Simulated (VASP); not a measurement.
# PbO2 (Pnnm) in VASP: a series of runs

The runs below take PbO2 through single point, with PBEsol.

Everything below comes from runs of VASP 6.6.1. Logs are shortened: lines on timing, memory, paths and dates and some standing lists are left out, and cuts for length are marked.

### Step 1. The cell of the first run

Symmetry: Pnnm, No. 58, orthorhombic system. The conventional cell has a = 4.847 Å, b = 5.095 Å, c = 3.418 Å, α = 90.00°, β = 90.00°, γ = 90.00°. Pb (site symmetry 2/m) has 6 O at 2.17 to 2.18 Å within 2.9 Å. Within 2.9 Å of O (site symmetry m) lie 3 Pb at 2.17 to 2.18 Å and 1 O at 2.72 Å.

### Step 2. Single point, PBEsol

INCAR reads:

```
SYSTEM = PbO2
PREC     = Accurate       ! precision mode
ENCUT    = 520            ! plane-wave cutoff, eV
EDIFF    = 1E-6           ! SCF threshold, eV
ISMEAR   = 0              ! smearing method
SIGMA    = 0.1            ! smearing width, eV
LREAL    = .False.        ! projectors in reciprocal space
LASPH    = .True.         ! aspherical terms in the spheres
NELM     = 60             ! most SCF steps
ALGO     = Normal         ! electronic algorithm
ISIF     = 2              ! what is computed and relaxed
LWAVE    = .False.        ! write WAVECAR
LCHARG   = .False.        ! write CHGCAR
GGA      = PS             ! functional
NBANDS   = 35             ! bands
```

KPOINTS reads:

```
regular mesh
0
Gamma
  8 8 10
  0 0 0
```

POSCAR reads:

```
PbO2
1.0
    4.8473428794      0.0000000000      0.0000000000
    0.0000000000      5.0947415637      0.0000000000
    0.0000000000      0.0000000000      3.4181101042
Pb O
2 4
Direct
    0.0000000000      0.0000000000      0.0000000000
    0.5000000000      0.5000000000      0.5000000000
    0.2879525731      0.3257825854      0.0000000000
    0.2120474269      0.8257825854      0.5000000000
    0.7120474269      0.6742174146      0.0000000000
    0.7879525731      0.1742174146      0.5000000000
```

Potentials or basis: VASP PAW PBE potentials, release 64 (Pb_d, O).

Started as:

```
$ cat potpaw_PBE.64/Pb_d/POTCAR potpaw_PBE.64/O/POTCAR > POTCAR
$ mpirun -np 1 vasp_std > vasp.out
```

OUTCAR:

```text
SYSTEM = PbO2
   PREC = Accurate
   ENCUT = 520
   EDIFF = 1E-6
   ISMEAR = 0
   LREAL = .False.
   LASPH = .True.
   NELM = 60
   ISIF = 2
   GGA = PS

 ion  position               nearest neighbor table
   1  0.000  0.000  0.000-   3 2.17   5 2.17   4 2.18   6 2.18   4 2.18   6 2.18   2 3.91   2 3.91
                             2 3.91   2 3.91   2 3.91   2 3.91   2 3.91   2 3.91
   2  0.500  0.500  0.500-   4 2.17   6 2.17   5 2.18   3 2.18   3 2.18   5 2.18   1 3.91   1 3.91
                             1 3.91   1 3.91   1 3.91   1 3.91   1 3.91   1 3.91
   3  0.288  0.326  0.000-   1 2.17   2 2.18   2 2.18
   4  0.212  0.826  0.500-   2 2.17   1 2.18   1 2.18
   5  0.712  0.674  0.000-   1 2.17   2 2.18   2 2.18
   6  0.788  0.174  0.500-   2 2.17   1 2.18   1 2.18

  LATTYP: Found a simple orthorhombic cell.
 ALAT       =     3.4181101042
 B/A-ratio  =     1.4181353823
 C/A-ratio  =     1.4905141755

  Lattice vectors:

 A1 = (   0.0000000000,   0.0000000000,   3.4181101042)
 A2 = (   4.8473428794,   0.0000000000,   0.0000000000)
 A3 = (   0.0000000000,   5.0947415637,   0.0000000000)

Analysis of symmetry for initial positions (statically):
=====================================================================
 Subroutine PRICEL returns:
 Original cell was already a primitive cell.

 Routine SETGRP: Setting up the symmetry group for a
 simple orthorhombic supercell.

 Subroutine GETGRP returns: Found  8 space group operations
 (whereof  4 operations were pure point group operations)
 out of a pool of  8 trial point group operations.

The static configuration has the point symmetry C_2h.
 The point group associated with its full space group is D_2h.

Analysis of symmetry for dynamics (positions and initial velocities):
=====================================================================
 Subroutine PRICEL returns:
 Original cell was already a primitive cell.

 Routine SETGRP: Setting up the symmetry group for a
 simple orthorhombic supercell.

 Subroutine GETGRP returns: Found  8 space group operations
 (whereof  4 operations were pure point group operations)
 out of a pool of  8 trial point group operations.

The dynamic configuration has the point symmetry C_2h.
 The point group associated with its full space group is D_2h.

 Subroutine INISYM returns: Found  8 space group operations
 (whereof  4 operations are pure point group operations),
 and found     1 'primitive' translations

----------------------------------------------------------------------------------------

                                     Primitive cell

  volume of cell :      84.4135

  direct lattice vectors                    reciprocal lattice vectors
     4.847342879  0.000000000  0.000000000     0.206298590  0.000000000  0.000000000
     0.000000000  5.094741564  0.000000000     0.000000000  0.196280810  0.000000000
     0.000000000  0.000000000  3.418110104     0.000000000  0.000000000  0.292559329

  length of vectors
     4.847342879  5.094741564  3.418110104     0.206298590  0.196280810  0.292559329

  position of ions in fractional coordinates (direct lattice)
     0.000000000  0.000000000  0.000000000
     0.500000000  0.500000000  0.500000000
     0.287952573  0.325782585  0.000000000
     0.212047427  0.825782585  0.500000000
     0.712047427  0.674217415  0.000000000
     0.787952573  0.174217415  0.500000000

  ion indices of the primitive-cell ions
   primitive index   ion index
                 1           1
                 2           2
                 3           3
                 4           4
                 5           5
                 6           6

----------------------------------------------------------------------------------------

 KPOINTS: regular mesh

Automatic generation of k-mesh.
 Grid dimensions read from file:
 generate k-points for:    8    8   10

 Generating k-lattice:

  Cartesian coordinates                     Fractional coordinates (reciprocal lattice)
     0.025787324  0.000000000  0.000000000     0.125000000  0.000000000  0.000000000
[... 55 lines left out ...]
      5     -11.3435      2.00000
      6     -11.1433      2.00000
[... 27 lines left out ...]
     34      15.1841      0.00000
     35      15.8394      0.00000

 k-point     2 :       0.1250    0.0000    0.0000
  band No.  band energies     occupation
      1     -14.0335      2.00000
      2     -13.9235      2.00000
      3     -12.4492      2.00000
      4     -12.3417      2.00000
      5     -11.1643      2.00000
      6     -11.1143      2.00000
[... 27 lines left out ...]
     34      15.4606      0.00000
     35      15.8920      0.00000

 k-point     3 :       0.2500    0.0000    0.0000
  band No.  band energies     occupation
      1     -13.9101      2.00000
      2     -13.8454      2.00000
      3     -12.7442      2.00000
      4     -12.5803      2.00000
      5     -11.1035      2.00000
      6     -11.0998      2.00000
[... 27 lines left out ...]
     34      16.0379      0.00000
     35      16.1351      0.00000

 k-point     4 :       0.3750    0.0000    0.0000
  band No.  band energies     occupation
      1     -13.7427      2.00000
      2     -13.7320      2.00000
      3     -12.9943      2.00000
      4     -12.8629      2.00000
      5     -11.0972      2.00000
      6     -11.0949      2.00000
[... 27 lines left out ...]
     34      16.3097      0.00000
     35      16.3379      0.00000

 k-point     5 :       0.5000    0.0000    0.0000
  band No.  band energies     occupation
      1     -13.6524      2.00000
      2     -13.6524      2.00000
      3     -13.0592      2.00000
      4     -13.0592      2.00000
      5     -11.0937      2.00000
      6     -11.0937      2.00000
[... 638 lines left out ...]
 k-point    22 :       0.1250    0.5000    0.0000
  band No.  band energies     occupation
      1     -13.7425      2.00000
      2     -13.7425      2.00000
      3     -12.9198      2.00000
      4     -12.9198      2.00000
      5     -11.0960      2.00000
      6     -11.0960      2.00000
[... 27 lines left out ...]
     34      15.7070      0.00000
     35      15.9084      0.00000

 k-point    23 :       0.2500    0.5000    0.0000
  band No.  band energies     occupation
      1     -13.8477      2.00000
      2     -13.8477      2.00000
      3     -12.6910      2.00000
      4     -12.6910      2.00000
      5     -11.1041      2.00000
      6     -11.1041      2.00000
[... 27 lines left out ...]
     34      15.6822      0.00000
     35      15.8467      0.00000

 k-point    24 :       0.3750    0.5000    0.0000
  band No.  band energies     occupation
      1     -13.9257      2.00000
      2     -13.9257      2.00000
      3     -12.4619      2.00000
      4     -12.4619      2.00000
      5     -11.1118      2.00000
      6     -11.1118      2.00000
[... 27 lines left out ...]
     34      15.6444      0.00000
     35      16.0236      0.00000

 [... further k-points ...]
[... 5 lines left out ...]
  --------------------------------------------------------------------------------------
  -------------------------------------------------------------------------------------
  Total        0.8591061      0.0979482      0.1949493      0.0000000      0.0000000      0.0000000
  in kB       16.3059250      1.8590677      3.7001587      0.0000000      0.0000000      0.0000000
  external PRESSURE =       7.2883838 kB  Pullay stress =       0.0000000 kB

 VOLUME and BASIS-vectors are now :
 -----------------------------------------------------------------------------
  energy-cutoff  :      520.00
  volume of cell :       84.41
      direct lattice vectors                 reciprocal lattice vectors
     4.847342879  0.000000000  0.000000000     0.206298590  0.000000000  0.000000000
     0.000000000  5.094741564  0.000000000     0.000000000  0.196280810  0.000000000
     0.000000000  0.000000000  3.418110104     0.000000000  0.000000000  0.292559329

 POSITION                                       TOTAL-FORCE (eV/Angst)
 -----------------------------------------------------------------------------------
      0.00000      0.00000      0.00000         0.000000      0.000000      0.000000
      2.42367      2.54737      1.70906         0.000000      0.000000      0.000000
      1.39580      1.65978      0.00000        -0.008275     -0.004380     -0.000000
      1.02787      4.20715      1.70906         0.008275     -0.004380      0.000000
      3.45154      3.43496      0.00000         0.008275      0.004380      0.000000
      3.81948      0.88759      1.70906        -0.008275      0.004380     -0.000000
 -----------------------------------------------------------------------------------
    total drift:                               -0.000000      0.000000     -0.000000

  FREE ENERGIE OF THE ION-ELECTRON SYSTEM (eV)
  ---------------------------------------------------
  free  energy   TOTEN  =       -34.0575335325 eV

  energy  without entropy=      -34.0570537827  energy(sigma->0) =      -34.05729366
```

Run time: 3 min. Hardware: 1 thread of Intel Xeon 6975P-C (Granite Rapids), shared host; peak memory 0.43 GiB.

Results:

* Free energy: -34.0575 eV
* Pressure: 0.7 GPa
* Largest force: 0.009 eV/Å
* Band gap on the k mesh: 0.19 eV, indirect (least direct gap 0.33 eV)

Forces in eV/Å, atoms in the order of the input:
```
Pb   0.000  0.000  0.000
Pb   0.000  0.000  0.000
O   -0.008 -0.004  0.000
O    0.008 -0.004  0.000
O    0.008  0.004  0.000
O   -0.008  0.004  0.000
```

Levels at points of the mesh, in eV from the valence-band top:
```tsv
k point	band 22	band 23	band 24	band 25	band 26	band 27	band 28	band 29	band 30	band 31
(0.00, 0.00, 0.00)	-0.57	-0.51	-0.51	-0.48	-0.38	0.19	4.25	5.71	6.01	9.79
(0.50, 0.00, 0.00)	-1.07	-0.56	-0.56	-0.24	-0.24	2.39	2.39	6.18	6.18	9.92
(0.00, 0.50, 0.00)	-1.38	-0.52	-0.52	-0.25	-0.25	2.58	2.58	6.71	6.71	9.64
(0.50, 0.50, 0.00)	-1.50	-0.57	-0.57	-0.30	-0.30	2.89	2.89	6.68	6.68	10.12
(0.00, 0.00, 0.50)	-1.93	-1.03	-1.03	-0.61	-0.61	3.81	3.81	8.87	8.87	9.61
(0.50, 0.00, 0.50)	-1.15	-0.52	-0.52	-0.11	-0.11	4.16	4.16	7.47	7.47	9.68
(0.00, 0.50, 0.50)	-0.84	-0.76	-0.76	-0.07	-0.07	4.07	4.07	7.18	7.18	10.16
(0.50, 0.50, 0.50)	-1.76	-0.59	-0.59	-0.38	-0.38	2.91	2.91	8.24	8.24	9.80
```

Caveat: the PAW data sets were made with another functional, which shifts forces and pressure a little; spin-orbit coupling is left out, which moves the levels of the heavy elements.

### Step 3. Single point, PBEsol

This run uses another cell than the first one, of 14.24 Å³/atom, 1.012 times its volume.

INCAR reads:

```
PREC = Accurate
ENCUT = 520
EDIFF = 1E-6
ISMEAR = 0
SIGMA = 0.1
LREAL = F
LASPH = T
NELM = 60
ALGO = Normal
ISIF = 2
LWAVE = F
LCHARG = F
GGA = PS
NBANDS = 35
```

KPOINTS reads:

```
Automatic mesh
0
Gamma
  8 8 10
```

POSCAR reads:

```
PbO2
1.0
    5.1471785214      0.0000000000      0.0000000000
    0.0000000000      4.8947239773      0.0000000000
    0.0000000000      0.0000000000      3.3904888705
Pb O
2 4
Direct
    0.0000000000      0.0000000000      0.0000000000
    0.5000000000      0.5000000000      0.5000000000
    0.3234356013      0.2905162151      0.0000000000
    0.1765643987      0.7905162151      0.5000000000
    0.6765643987      0.7094837849      0.0000000000
    0.8234356013      0.2094837849      0.5000000000
```

Potentials or basis: VASP PAW PBE potentials, release 64 (Pb_d, O).

Started as:

```
$ cat potpaw_PBE.64/Pb_d/POTCAR potpaw_PBE.64/O/POTCAR > POTCAR
$ mpirun -np 1 vasp_std > vasp.out
```

Run time: 4 min. Hardware: 1 thread of Intel Xeon Platinum 8488C (Sapphire Rapids), shared host; peak memory 0.44 GiB.

Results (log left out):

| Quantity | Value |
| --- | --- |
| Free energy | -34.0587 eV |
| Pressure | -0.3 GPa |
| Largest force | 0.011 eV/Å |
| Band gap on the k mesh | 0.17 eV, indirect (least direct gap 0.28 eV) |

Forces on the atoms (eV/Å):
```
Pb   0.000  0.000  0.000
Pb   0.000  0.000  0.000
O   -0.006 -0.010  0.000
O    0.006 -0.010  0.000
O    0.006  0.010  0.000
O   -0.006  0.010  0.000
```

Stress tensor (GPa, compression positive):
```
-1.34  0.00  0.00
 0.00  0.16  0.00
 0.00  0.00  0.37
```

Levels at points of the mesh, in eV from the valence-band top:
| k point | band 23 | band 24 | band 25 | band 26 | band 27 | band 28 | band 29 | band 30 |
| --- | --- | --- | --- | --- | --- | --- | --- | --- |
| (0.00, 0.00, 0.00) | -0.55 | -0.53 | -0.49 | -0.43 | 0.17 | 4.22 | 5.72 | 6.01 |
| (0.50, 0.00, 0.00) | -0.53 | -0.53 | -0.30 | -0.30 | 2.45 | 2.45 | 6.70 | 6.70 |
| (0.00, 0.50, 0.00) | -0.57 | -0.57 | -0.29 | -0.29 | 2.29 | 2.29 | 6.24 | 6.24 |
| (0.50, 0.50, 0.00) | -0.57 | -0.57 | -0.37 | -0.37 | 2.81 | 2.81 | 6.66 | 6.66 |
| (0.00, 0.00, 0.50) | -1.04 | -1.04 | -0.64 | -0.64 | 3.71 | 3.71 | 8.73 | 8.73 |
| (0.50, 0.00, 0.50) | -0.81 | -0.81 | -0.15 | -0.15 | 3.95 | 3.95 | 7.03 | 7.03 |
| (0.00, 0.50, 0.50) | -0.56 | -0.56 | -0.18 | -0.18 | 4.04 | 4.04 | 7.29 | 7.29 |
| (0.50, 0.50, 0.50) | -0.61 | -0.61 | -0.43 | -0.43 | 2.81 | 2.81 | 8.16 | 8.16 |

Caveat: the PAW data sets were made with another functional, which shifts forces and pressure a little; spin-orbit coupling is left out, which moves the levels of the heavy elements. A k mesh can miss the band edges.

### Step 4. Single point, PBEsol (uniaxial strain along a: -3.0 %, then relaxed in part)

INCAR reads:

```
PREC     = Accurate       # precision mode
ENCUT    = 520            # plane-wave cutoff, eV
EDIFF    = 1E-6           # SCF threshold, eV
ISMEAR   = 0              # smearing method
SIGMA    = 0.1            # smearing width, eV
LREAL    = F              # projectors in reciprocal space
LASPH    = T              # aspherical terms in the spheres
NELM     = 80             # most SCF steps
ALGO     = Normal         # electronic algorithm
ISIF     = 2              # what is computed and relaxed
LWAVE    = F              # write WAVECAR
LCHARG   = F              # write CHGCAR
GGA      = PS             # functional
NBANDS   = 35             # bands
```

KPOINTS reads:

```
regular mesh
0
Gamma
  8 8 10
```

POSCAR reads:

```
PbO2
1.0
    4.8473428794      0.0000000000      0.0000000000
    0.0000000000      5.0947415637      0.0000000000
    0.0000000000      0.0000000000      3.4181101042
Pb O
2 4
Direct
    0.0000000000      0.0000000000      0.0000000000
    0.5000000000      0.5000000000      0.5000000000
    0.2879525731      0.3257825854      0.0000000000
    0.2120474269      0.8257825854      0.5000000000
    0.7120474269      0.6742174146      0.0000000000
    0.7879525731      0.1742174146      0.5000000000
```

Started as:

```
$ cat potpaw_PBE.64/Pb_d/POTCAR potpaw_PBE.64/O/POTCAR > POTCAR
$ mpirun -np 1 vasp_std > vasp.out
```

It took 2.7 min on 1 thread of Intel Xeon 6975P-C (Granite Rapids), shared host; peak memory 0.43 GiB.

Results (log left out):

```yaml
Free_energy: -34.0575 eV
Pressure: 0.7 GPa
Largest_force: 0.009 eV/Å
Band_gap_on_the_k_mesh: 0.19 eV, indirect (least direct gap 0.33 eV)
```

Forces on the atoms (eV/Å):
```
Pb   0.000  0.000  0.000
Pb   0.000  0.000  0.000
O   -0.008 -0.004  0.000
O    0.008 -0.004  0.000
O    0.008  0.004  0.000
O   -0.008  0.004  0.000
```

Stress tensor (GPa, compression positive):
```
1.63 0.00 0.00
0.00 0.19 0.00
0.00 0.00 0.37
```

Levels at points of the mesh, in eV from the valence-band top:
| k point | band 22 | band 23 | band 24 | band 25 | band 26 | band 27 | band 28 | band 29 | band 30 | band 31 |
| --- | --- | --- | --- | --- | --- | --- | --- | --- | --- | --- |
| (0.00, 0.00, 0.00) | -0.57 | -0.51 | -0.51 | -0.48 | -0.38 | 0.19 | 4.25 | 5.71 | 6.01 | 9.79 |
| (0.50, 0.00, 0.00) | -1.07 | -0.56 | -0.56 | -0.24 | -0.24 | 2.39 | 2.39 | 6.18 | 6.18 | 9.92 |
| (0.00, 0.50, 0.00) | -1.38 | -0.52 | -0.52 | -0.25 | -0.25 | 2.58 | 2.58 | 6.71 | 6.71 | 9.64 |
| (0.50, 0.50, 0.00) | -1.50 | -0.57 | -0.57 | -0.30 | -0.30 | 2.89 | 2.89 | 6.68 | 6.68 | 10.12 |
| (0.00, 0.00, 0.50) | -1.93 | -1.03 | -1.03 | -0.61 | -0.61 | 3.81 | 3.81 | 8.87 | 8.87 | 9.61 |
| (0.50, 0.00, 0.50) | -1.15 | -0.52 | -0.52 | -0.11 | -0.11 | 4.16 | 4.16 | 7.47 | 7.47 | 9.68 |
| (0.00, 0.50, 0.50) | -0.84 | -0.76 | -0.76 | -0.07 | -0.07 | 4.07 | 4.07 | 7.18 | 7.18 | 10.16 |
| (0.50, 0.50, 0.50) | -1.76 | -0.59 | -0.59 | -0.38 | -0.38 | 2.91 | 2.91 | 8.24 | 8.24 | 9.80 |

Caveat: the cell differs from its parent crystal (uniaxial strain along a: -3.0 %, then relaxed in part); the PAW data sets were made with another functional, which shifts forces and pressure a little; spin-orbit coupling is left out, which moves the levels of the heavy elements. A k mesh can miss the band edges.

### Step 5. Single point, PBEsol (uniaxial strain along a: +3.0 %, then relaxed in part)

INCAR reads:

```
SYSTEM = PbO2
  PREC = Accurate
  ENCUT = 520
  EDIFF = 1E-6
  ISMEAR = 0
  SIGMA = 0.1
  LREAL = .FALSE.
  LASPH = .TRUE.
  NELM = 60
  ALGO = Normal
  ISIF = 2
  LWAVE = .FALSE.
  LCHARG = .FALSE.
  GGA = PS
  NBANDS = 35
```

KPOINTS reads:

```
Automatic mesh
0
G
  8 8 10
  0 0 0
```

POSCAR reads:

```
PbO2
1.0
    5.1471785214      0.0000000000      0.0000000000
    0.0000000000      4.8947239773      0.0000000000
    0.0000000000      0.0000000000      3.3904888705
Pb O
2 4
Direct
    0.0000000000      0.0000000000      0.0000000000
    0.5000000000      0.5000000000      0.5000000000
    0.3234356013      0.2905162151      0.0000000000
    0.1765643987      0.7905162151      0.5000000000
    0.6765643987      0.7094837849      0.0000000000
    0.8234356013      0.2094837849      0.5000000000
```

Started as:

```
$ cat potpaw_PBE.64/Pb_d/POTCAR potpaw_PBE.64/O/POTCAR > POTCAR
$ mpirun -np 1 vasp_std > vasp.out
```

Run time: 3.8 min. Hardware: 1 thread of Intel Xeon 6975P-C (Granite Rapids), shared host; peak memory 0.44 GiB.

The run converged. Its results:

| Item | Value |
| --- | --- |
| Free energy | -34.0587 eV |
| Pressure | -0.3 GPa |
| Largest force | 0.011 eV/Å |
| Band gap on the k mesh | 0.17 eV, indirect (least direct gap 0.28 eV) |

Forces in eV/Å, atoms in the order of the input:
```
Pb   0.000  0.000  0.000
Pb   0.000  0.000  0.000
O   -0.006 -0.010  0.000
O    0.006 -0.010  0.000
O    0.006  0.010  0.000
O   -0.006  0.010  0.000
```

Stress tensor (GPa, compression positive):
```
-1.34  0.00  0.00
 0.00  0.16  0.00
 0.00  0.00  0.37
```

Levels at points of the mesh, in eV from the valence-band top:
```csv
k point,band 24,band 25,band 26,band 27,band 28,band 29
"(0.00, 0.00, 0.00)",-0.53,-0.49,-0.43,0.17,4.22,5.72
"(0.50, 0.00, 0.00)",-0.53,-0.30,-0.30,2.45,2.45,6.70
"(0.00, 0.50, 0.00)",-0.57,-0.29,-0.29,2.29,2.29,6.24
"(0.50, 0.50, 0.00)",-0.57,-0.37,-0.37,2.81,2.81,6.66
"(0.00, 0.00, 0.50)",-1.04,-0.64,-0.64,3.71,3.71,8.73
"(0.50, 0.00, 0.50)",-0.81,-0.15,-0.15,3.95,3.95,7.03
"(0.00, 0.50, 0.50)",-0.56,-0.18,-0.18,4.04,4.04,7.29
"(0.50, 0.50, 0.50)",-0.61,-0.43,-0.43,2.81,2.81,8.16
```

Caveat: the cell differs from its parent crystal (uniaxial strain along a: +3.0 %, then relaxed in part); the PAW data sets were made with another functional, which shifts forces and pressure a little; spin-orbit coupling is left out, which moves the levels of the heavy elements.
